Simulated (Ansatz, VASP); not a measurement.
**One calculation of SiC, two programs**

The input POSCAR:

```
SiC
1.0
    0.0000000000      2.1861111413      2.1729972894
    2.1861111413      0.0000000000      2.1729972894
    2.1861111413      2.1861111413      0.0000000000
Si C
1 1
Direct
    0.0000000000      0.0000000000      0.0000000000
    0.2500000000      0.2500000000      0.2500000000
```

Contents of INCAR.step1:

```
  ALGO = Normal
  EDIFF = 1E-4
  ENCUT = 520
  GGA = PE
  ISMEAR = 0
  LASPH = T
  LCHARG = F
  LREAL = F
  LWAVE = T
  NBANDS = 11
  NELM = 60
  PREC = Accurate
  SIGMA = 0.01
```

Contents of INCAR.step2:

```
  ALGO = Normal
  EDIFF = 1E-7
  ENCUT = 520
  ISIF = 2
  ISMEAR = 0
  ISTART = 1
  LASPH = T
  LCHARG = F
  LMIXTAU = T
  LREAL = F
  LWAVE = F
  METAGGA = R2SCAN
  NBANDS = 11
  NELM = 60
  PREC = Accurate
  SIGMA = 0.01
```

KPOINTS

```
k-points
0
Gamma
  10 10 10
```

Input for Ansatz:

```yaml
crystal:
  lattice:
    - [0.0, 2.1861111413, 2.1729972894]
    - [2.1861111413, 0.0, 2.1729972894]
    - [2.1861111413, 2.1861111413, 0.0]
  atoms:
    - { symbol: Si, position: [0.0, 0.0, 0.0] }
    - { symbol: C, position: [0.25, 0.25, 0.25] }
kpoints:
  mp_grid: { grid: [10, 10, 10] }
  band_path:
    path:
      - [0.0, 0.0, 0.0]
      - [-0.5, -0.5, 0.0]
      - [-0.375, -0.375, 0.25]
      - [-0.375, 0.0, 0.375]
      - [0.0, 0.0, 0.5]
      - [-0.5, -0.25, 0.25]
    npoints: 1
hamiltonian:
  xc: r2scan
scf:
  occupations: { method: fixed }
  n_extra_bands: 4
output:
  forces: true
  stress: true
  eigenvalues: true
```

Change from the starting cell: epitaxial_xy strain +0.4%.

Alike in both runs: task single point; functional r2SCAN; k mesh 10 × 10 × 10; no spin polarisation.

```csv
,VASP,Ansatz
version,VASP 6.6.1,Ansatz 0.2.0
potentials or method,"VASP PAW PBE potentials, release 64 (Si, C)","plane waves, PAW"
plane-wave cutoff (eV),520,500
occupations,"gaussian, width 0.01 eV",fixed
valence electrons in the cell,8,8
```

Ansatz gave:

| Item | Value |
| --- | --- |
| gap on the k mesh at the Fermi level (eV) | 1.65 |
| pressure (GPa) | -1.1 |
| traceless stress, the component that is largest in VASP (GPa) | 1.11 |

Problem. Estimate VASP's values.

Solution. gap on the k mesh at the Fermi level (eV): 1.66; pressure (GPa): -1.3; traceless stress, the component that is largest in VASP (GPa): 1.11.

VASP's potentials were made for PBE, not for r2SCAN.
